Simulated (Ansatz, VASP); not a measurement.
# Al: VASP beside Ansatz

```
Al
1.0
    -0.02024    2.01386    2.01386
     2.01386   -0.02024    2.01386
     2.01386    2.01386   -0.02024
Al
1
Direct
  0.00000 0.00000 0.00000
```

Change from the starting cell: equal xy, yz and zx shear strains of -1 %.

Alike in both runs: task single point; functional PBE; k mesh 14 × 14 × 14; occupations fermi-dirac, width 0.05 eV; no spin polarisation.

```csv
,VASP,Ansatz
version,VASP 6.6.1,Ansatz 0.2.0
potentials or method,"VASP PAW PBE potentials, release 64 (Al), cutoff 520 eV","all-electron LAPW, scalar-relativistic"
```

|  | VASP | Ansatz | Ansatz less VASP |
| --- | --- | --- | --- |
| pressure (GPa) | -0.6 | -0.6 | +0.04 |

Ansatz ran all-electron here, and VASP with PAW potentials.
